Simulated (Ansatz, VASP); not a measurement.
## Two plane-wave programs on BP

```
B P
1.0
     0.00000    2.20376    2.20376
     2.20376    0.00000    2.20376
     2.20376    2.20376    0.00000
B P
1 1
Cartesian
  0.0000 0.0000 0.0000
  1.1019 1.1019 1.1019
```

Alike in both runs: task single point; functional PBE; k mesh 10 × 10 × 10; occupations gaussian, width 0.02 eV; no spin polarisation.

|  | VASP | Ansatz |
| --- | --- | --- |
| version | VASP 6.6.1 | Ansatz 0.2.0 |
| potentials or method | VASP PAW PBE potentials, release 64 (B, P), cutoff 500 eV | scalar-relativistic, plane waves, PAW |
| valence electrons in the cell | 8 | 8 |

|  | VASP | Ansatz | Ansatz less VASP |
| --- | --- | --- | --- |
| gap on the k mesh at the Fermi level (eV) | 1.12 | 1.12 | +0.006 |
| least direct gap on the mesh (eV) | 3.55 | 3.55 | +0.005 |
| pressure (GPa) | 18.0 | 18.3 | +0.32 |
